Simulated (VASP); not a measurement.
# LiH (Fm-3m) in VASP: a series of runs, part 2 of 2

VASP 6.6.1. The steps go on from the part before.

### 3 Single point, PBE (volume changed by -5%)

File INCAR:

```
SYSTEM = LiH
PREC = Accurate ; ENCUT = 520
EDIFF = 1E-6 ; ISMEAR = 0
SIGMA = 0.01 ; LREAL = .FALSE.
LASPH = .TRUE. ; NELM = 60
ALGO = Normal ; ISIF = 2
LWAVE = .FALSE. ; LCHARG = .FALSE.
GGA = PE ; NBANDS = 9
```

File KPOINTS:

```
regular mesh
0
G
  6 6 6
  0 0 0
```

File POSCAR:

```
LiH
1.0
    0.0000000000      1.9690395901      1.9690395901
    1.9690395901      0.0000000000      1.9690395901
    1.9690395901      1.9690395901      0.0000000000
Li H
1 1
Direct
    0.0000000000      0.0000000000      0.0000000000
    0.5000000000      0.5000000000      0.5000000000
```

Potentials or basis: VASP PAW PBE potentials, release 64 (Li_sv, H).

Run with:

```bash
cat potpaw_PBE.64/Li_sv/POTCAR potpaw_PBE.64/H/POTCAR > POTCAR
mpirun -np 1 vasp_std > vasp.out
```

OUTCAR:

```text
SYSTEM = LiH
   PREC = Accurate
   ENCUT = 520
   EDIFF = 1E-6
   ISMEAR = 0
   LREAL = .FALSE.
   LASPH = .TRUE.
   NELM = 60
   ISIF = 2
   GGA = PE

 ion  position               nearest neighbor table
   1  0.000  0.000  0.000-
   2  0.500  0.500  0.500-

  LATTYP: Found a face centered cubic cell.
 ALAT       =     3.9380791802

  Lattice vectors:

 A1 = (   0.0000000000,   1.9690395901,   1.9690395901)
 A2 = (   1.9690395901,   0.0000000000,   1.9690395901)
 A3 = (   1.9690395901,   1.9690395901,   0.0000000000)

Analysis of symmetry for initial positions (statically):
=====================================================================
 Subroutine PRICEL returns:
 Original cell was already a primitive cell.

 Routine SETGRP: Setting up the symmetry group for a
 face centered cubic supercell.

 Subroutine GETGRP returns: Found 48 space group operations
 (whereof 48 operations were pure point group operations)
 out of a pool of 48 trial point group operations.

The static configuration has the point symmetry O_h .

Analysis of symmetry for dynamics (positions and initial velocities):
=====================================================================
 Subroutine PRICEL returns:
 Original cell was already a primitive cell.

 Routine SETGRP: Setting up the symmetry group for a
 face centered cubic supercell.

 Subroutine GETGRP returns: Found 48 space group operations
 (whereof 48 operations were pure point group operations)
 out of a pool of 48 trial point group operations.

The dynamic configuration has the point symmetry O_h .

 Subroutine INISYM returns: Found 48 space group operations
 (whereof 48 operations are pure point group operations),
 and found     1 'primitive' translations

----------------------------------------------------------------------------------------

                                     Primitive cell

  volume of cell :      15.2684

  direct lattice vectors                    reciprocal lattice vectors
     0.000000000  1.969039590  1.969039590    -0.253930902  0.253930902  0.253930902
     1.969039590  0.000000000  1.969039590     0.253930902 -0.253930902  0.253930902
     1.969039590  1.969039590  0.000000000     0.253930902  0.253930902 -0.253930902

  length of vectors
     2.784642493  2.784642493  2.784642493     0.439821225  0.439821225  0.439821225

  position of ions in fractional coordinates (direct lattice)
     0.000000000  0.000000000  0.000000000
     0.500000000  0.500000000  0.500000000

  ion indices of the primitive-cell ions
   primitive index   ion index
                 1           1
                 2           2

----------------------------------------------------------------------------------------

 KPOINTS: regular mesh

Automatic generation of k-mesh.
 Grid dimensions read from file:
 generate k-points for:    6    6    6

 Generating k-lattice:

  Cartesian coordinates                     Fractional coordinates (reciprocal lattice)
    -0.042321817  0.042321817  0.042321817     0.166666667  0.000000000  0.000000000
     0.042321817 -0.042321817  0.042321817     0.000000000  0.166666667  0.000000000
     0.042321817  0.042321817 -0.042321817     0.000000000  0.000000000  0.166666667

  Length of vectors
     0.073303537  0.073303537  0.073303537

  Shift w.r.t. Gamma in fractional coordinates (k-lattice)
     0.000000000  0.000000000  0.000000000

 Subroutine IBZKPT returns following result:
 ===========================================

 Found     16 irreducible k-points:

 Following reciprocal coordinates:
            Coordinates               Weight
  0.000000  0.000000  0.000000      1.000000
  0.166667  0.000000  0.000000      8.000000
  0.333333  0.000000  0.000000      8.000000
  0.500000  0.000000  0.000000      4.000000
  0.166667  0.166667  0.000000      6.000000
  0.333333  0.166667  0.000000     24.000000
[... 8 lines left out ...]
 -0.333333  0.333333  0.166667     24.000000
 -0.333333  0.500000  0.166667     12.000000
   k-points           NKPTS =     16   k-points in BZ     NKDIM =     16   number of bands    NBANDS=      9
   number of dos      NEDOS =    301   number of ions     NIONS =      2
   total plane-waves  NPLWV =  13824
   dimension x,y,z NGX =    24 NGY =   24 NGZ =   24
   dimension x,y,z NGXF=    48 NGYF=   48 NGZF=   48
   ions per type =               1   1
   NGX,Y,Z   is equivalent  to a cutoff of  14.33, 14.33, 14.33 a.u.
   NGXF,Y,Z  is equivalent  to a cutoff of  28.66, 28.66, 28.66 a.u.
 SYSTEM =  LiH
   PREC   = accura    normal or accurate (medium, high low for compatibility)
   ISTART =      0    job   : 0-new  1-cont  2-samecut
   ICHARG =      2    charge: 1-file 2-atom 10-const
   ISPIN  =      1    spin polarized calculation?
   LNONCOLLINEAR =      F non collinear calculations
   LSORBIT =      F    spin-orbit coupling
   LASPH  =      T    aspherical Exc in radial PAW
   ENCUT  =  520.0 eV  38.22 Ry    6.18 a.u.   5.18  5.18  5.18*2*pi/ulx,y,z
   NELM   =     60;   NELMIN=  2; NELMDL= -5     # of ELM steps
   EDIFF  = 0.1E-05   stopping-criterion for ELM
   LREAL  =      F    real-space projection
   EDIFFG = 0.1E-04   stopping-criterion for IOM
   NSW    =      0    number of steps for IOM
   IBRION =     -1    ionic relax: 0-MD 1-quasi-New 2-CG
   NFREE  =      0    steps in history (QN), initial steepest desc. (CG)
   ISIF   =      2    stress and relaxation
   ISYM   =      2    0-nonsym 1-usesym 2-fastsym
   POTIM  = 0.5000    time-step for ionic-motion
   TEBEG  =    0.0;   TEEND  =   0.0 temperature during run
   PSTRESS=    0.0 pullay stress
   NELECT =       4.0000    total number of electrons
   NUPDOWN=      -1.0000    fix difference up-down
   EMIN   =  10.00;   EMAX   =-10.00  energy-range for DOS
   EFERMI =   0.00;   METHOD = LEGACY
   ISMEAR =     0;   SIGMA  =   0.01  broadening in eV -4-tet -1-fermi 0-gaus
   EFERMI_NEDOS =   21; number of points for ismear=-14 and -15
   IALGO  =     38    algorithm
   IMIX   =      4    mixing-type and parameters
     AMIX     =   0.40;   BMIX     =  1.00
     AMIX_MAG =   1.60;   BMIX_MAG =  1.00
  volume/ion in A,a.u.               =       7.63        51.52
  Fermi-wavevector in a.u.,A,eV,Ry     =   1.047523  1.979532 14.929743  1.097305
  Thomas-Fermi vector in A             =   2.182407
   LORBIT       =      0    0 simple, 1 ext, 2 COOP (PROOUT), +10 PAW based schemes
   GGA     = PE    functional components
   LHFCALC =     F    Hartree Fock is set to
   AEXX    =    0.0000 exact exchange contribution
   IVDW    =     0    specifies the selected vdW correction
   LEPSILON=     F    determine dielectric tensor
   LRPA    =     F    only Hartree local field effects (RPA)
 non-spin polarized calculation
 Gauss-broadening in eV      SIGMA  =   0.01
  energy-cutoff  :      520.00
  volume of cell :       15.27
 maximum number of plane-waves:       419
 NGX is ok and might be reduce to    24
   NGX = 11   NGY = 11   NGZ = 11

 number of electron       4.0000000 magnetization

 Free energy of the ion-electron system (eV)
  ---------------------------------------------------
  ext. energy  EPLUGINS =         0.00000000
  ---------------------------------------------------
  free energy    TOTEN  =        -6.12069878 eV

  energy without entropy =       -6.12069878  energy(sigma->0) =       -6.12069878

 E-fermi :   0.4631     XC(G=0):  -8.6833

 val. band max:        0.3509685749   @ k =   0.5000   0.5000   0.0000
 cond. band min:       3.2856917308   @ k =   0.5000   0.5000   0.0000
 fundamental gap:      2.9347231559
 Fermi energy:         0.4630642847

 k-point     1 :       0.0000    0.0000    0.0000
  band No.  band energies     occupation
      1     -43.9011      2.00000
      2      -5.2884      2.00000
      3      17.1399      0.00000
      4      18.7895      0.00000
      5      18.7895      0.00000
      6      18.7895      0.00000
      7      23.6055      0.00000
      8      23.6055      0.00000
      9      23.6055      0.00000
[... 169 lines left out ...]
 k-point    16 :      -0.3333    0.5000    0.1667
  band No.  band energies     occupation
      1     -43.8271      2.00000
      2       0.1526      2.00000
      3       4.3428      0.00000
      4       7.4741      0.00000
      5      12.2897      0.00000
      6      18.5200      0.00000
      7      20.7281      0.00000
      8      30.1443      0.00000
      9      30.4769      0.00000

------------------------ aborting loop because EDIFF is reached ----------------------------------------

  FORCE on cell =-STRESS in cart. coord.  units (eV):
  Direction    XX          YY          ZZ          XY          YZ          ZX
  --------------------------------------------------------------------------------------
  -------------------------------------------------------------------------------------
  Total        0.1735083      0.1735083      0.1735083     -0.0000000      0.0000000     -0.0000000
  in kB       18.2069594     18.2069594     18.2069594     -0.0000000      0.0000000     -0.0000000
  external PRESSURE =      18.2069594 kB  Pullay stress =       0.0000000 kB

 VOLUME and BASIS-vectors are now :
 -----------------------------------------------------------------------------
  energy-cutoff  :      520.00
  volume of cell :       15.27
      direct lattice vectors                 reciprocal lattice vectors
     0.000000000  1.969039590  1.969039590    -0.253930902  0.253930902  0.253930902
     1.969039590  0.000000000  1.969039590     0.253930902 -0.253930902  0.253930902
     1.969039590  1.969039590  0.000000000     0.253930902  0.253930902 -0.253930902

 POSITION                                       TOTAL-FORCE (eV/Angst)
 -----------------------------------------------------------------------------------
      0.00000      0.00000      0.00000         0.000000      0.000000      0.000000
      1.96904      1.96904      1.96904        -0.000000     -0.000000     -0.000000
 -----------------------------------------------------------------------------------
    total drift:                                0.000000     -0.000000     -0.000000

  FREE ENERGIE OF THE ION-ELECTRON SYSTEM (eV)
  ---------------------------------------------------
  free  energy   TOTEN  =        -6.1206987794 eV

  energy  without entropy=       -6.1206987794  energy(sigma->0) =       -6.12069878
```

OSZICAR:

```text
N       E                     dE             d eps       ncg     rms          rms(c)
DAV:   1    -0.127588380413E+01   -0.12759E+01   -0.13924E+03   288   0.409E+02
DAV:   2    -0.632460577562E+01   -0.50487E+01   -0.50390E+01   438   0.612E+01
DAV:   3    -0.636710939428E+01   -0.42504E-01   -0.42486E-01   331   0.501E+00
DAV:   4    -0.636725295819E+01   -0.14356E-03   -0.14355E-03   412   0.256E-01
DAV:   5    -0.636725332258E+01   -0.36438E-06   -0.36440E-06   310   0.105E-02    0.291E+00
DAV:   6    -0.618254388425E+01    0.18471E+00   -0.14660E-01   321   0.120E+00    0.147E+00
DAV:   7    -0.611907952554E+01    0.63464E-01   -0.19327E-01   322   0.155E+00    0.221E-01
DAV:   8    -0.612076276134E+01   -0.16832E-02   -0.38562E-03   340   0.424E-01    0.392E-02
DAV:   9    -0.612070651459E+01    0.56247E-04   -0.13177E-04   376   0.476E-02    0.535E-03
DAV:  10    -0.612069960077E+01    0.69138E-05   -0.47068E-06   335   0.155E-02    0.196E-03
DAV:  11    -0.612069877940E+01    0.82137E-06   -0.15438E-07   203   0.187E-03
   1 F= -.61206988E+01 E0= -.61206988E+01  d E =-.210399E-58
```

Wall time 8.3 s (1 thread of AMD EPYC 7R13, shared host); peak memory 0.1 GiB.

What came out:

```
Free energy            : -6.1207 eV
Band gap on the k mesh : 2.93 eV, direct
```

Caveat: the k points lie up to 0.46 Å⁻¹ apart; the cutoff is under 1.25 times the usual one of these potentials, so pressure, stress and relaxed cells hold a basis-set (Pulay) error.
